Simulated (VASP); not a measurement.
# LiTl2B6: single point with PBE

Crystal: LiTl2B6.

```
Li Tl B
1.0
     0.00000    3.92569    3.92569
     3.92569    0.00000    3.92569
     3.92569    3.92569    0.00000
Li Tl B
1 2 6
Cartesian
  0.0000 0.0000 0.0000
  5.8885 5.8885 5.8885
  1.9628 1.9628 1.9628
  3.9257 3.9257 6.2643
  3.9257 1.5871 3.9257
  1.5871 3.9257 3.9257
  3.9257 3.9257 1.5871
  3.9257 6.2643 3.9257
  6.2643 3.9257 3.9257
```

```
Program                : VASP 6.6.1
Task                   : single point
Functional             : PBE
Potentials or basis    : VASP PAW PBE potentials, release 64 (Li_sv, Tl_d, B)
Cutoff                 : 520 eV
k mesh                 : 4 × 4 × 4
Occupations            : gaussian, width 0.1 eV
Spin                   : no spin polarisation
Dipole correction      : no
Further INCAR settings : ALGO = Normal; EDIFF = 1e-06; NBANDS = 34
```

```
Largest force : 2.337 eV/Å
```

Forces in eV/Å, atoms in the order of the input:
```
Li   0.000  0.000  0.000
Tl   0.000  0.000  0.000
Tl   0.000  0.000  0.000
B    0.000  0.000 -2.337
B    0.000  2.337  0.000
B    2.337  0.000  0.000
B    0.000  0.000  2.337
B    0.000 -2.337  0.000
B   -2.337  0.000  0.000
```

Levels at points of the mesh, in eV from the Fermi level:
```csv
k point,band 19,band 20,band 21,band 22,band 23,band 24,band 25,band 26,band 27,band 28
"(0.00, 0.00, 0.00)",-4.22,-4.22,-1.78,-1.78,-1.34,-1.34,-1.34,1.02,2.92,2.92
"(0.50, 0.00, 0.00)",-2.93,-2.53,-1.66,-1.66,-0.14,0.33,0.33,0.97,0.97,1.74
"(0.50, 0.50, 0.00)",-1.70,-1.63,-1.63,-1.21,-1.21,0.64,0.84,1.85,1.85,1.96
```

Wall time 38 s on 1 thread of Intel(R) Xeon(R) 6975P-C (Granite Rapids), with other jobs on the host, peak memory 0.25 GiB.

Caveat: spin-orbit coupling is left out, which moves the levels of the heavy elements; forces of over 1 eV/Å act on the atoms, so gaps and moduli don't describe the material at rest.
